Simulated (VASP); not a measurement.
Write the native input for VASP 6.6.1 that does the following.

```
Task                   : single point
Functional             : LDA
Potentials or basis    : VASP PAW LDA potentials, release 64 (F)
Cutoff                 : 520 eV
k mesh                 : 1 × 1 × 1
Occupations            : fermi-dirac, width 0.05 eV
Spin                   : no spin polarisation
Dipole correction      : no
Further INCAR settings : ALGO = Normal; EDIFF = 1e-06; NBANDS = 14
```

The structure of F2 lies in POSCAR:

```
F
1.0
    9.0000000000      0.0000000000      0.0000000000
    0.0000000000      9.5000000000      0.0000000000
    0.0000000000      0.0000000000     10.0000000000
F
2
Direct
    0.5000000000      0.5000000000      0.4307944168
    0.5000000000      0.5000000000      0.5692055832
```

One way to write it, as run:

INCAR

```
  ALGO = Normal
  EDIFF = 1E-6
  ENCUT = 520
  ISIF = 2
  ISMEAR = -1
  LASPH = T
  LCHARG = T
  LELF = T
  LREAL = F
  LVHAR = T
  LWAVE = F
  NBANDS = 14
  NELM = 100
  PREC = Accurate
  SIGMA = 0.05
```

KPOINTS

```
k-points
0
Gamma
  1 1 1
```

Potentials or basis: VASP PAW LDA potentials, release 64 (F).

The run is started by

```console
$ cat potpaw_LDA.64/F/POTCAR > POTCAR
$ mpirun -np 1 vasp_gam > vasp.out
```

Results of the run:

```yaml
Largest_force: 0.602 eV/Å
Gap_between_the_frontier_levels: 3.70 eV
```

It took 18 s on 1 thread of Intel(R) Xeon(R) 6975P-C (Granite Rapids), with other jobs on the host, peak memory 0.48 GiB.
